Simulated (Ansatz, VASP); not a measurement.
Two plane-wave programs on AlP5

```
CELL_PARAMETERS angstrom
7.98163 0.00000 0.00000
-3.99081 6.91229 0.00000
0.00000 0.00000 2.35706
ATOMIC_POSITIONS crystal
Al 0.00000 0.00000 0.50000
P 0.50000 0.00000 0.50000
P 0.00000 0.50000 0.50000
P 0.50000 0.50000 0.50000
P 0.33333 0.66667 0.50000
P 0.66667 0.33333 0.50000
```

Alike in both runs: functional PBE; k mesh 3 × 3 × 6; occupations gaussian, width 0.1 eV; no spin polarisation.

Ansatz relaxed the structure, and its values are those at the end. VASP's run is a single point on that final structure, the one shown.

```csv
,VASP,Ansatz
version,VASP 6.6.1,Ansatz 0.2.0
potentials or method,"VASP PAW PBE potentials, release 64 (Al, P), cutoff 520 eV","scalar-relativistic, plane waves, PAW"
valence electrons in the cell,28,28
```

|  | VASP | Ansatz | Ansatz less VASP |
| --- | --- | --- | --- |
| gap on the k mesh at the Fermi level (eV) | none | none | - |
| pressure (GPa) | -0.2 | 0.0 | +0.18 |

A gap of «none» marks a metal or a gap that the smearing closes.

The k mesh is coarse, so the values compare programs but aren't converged.
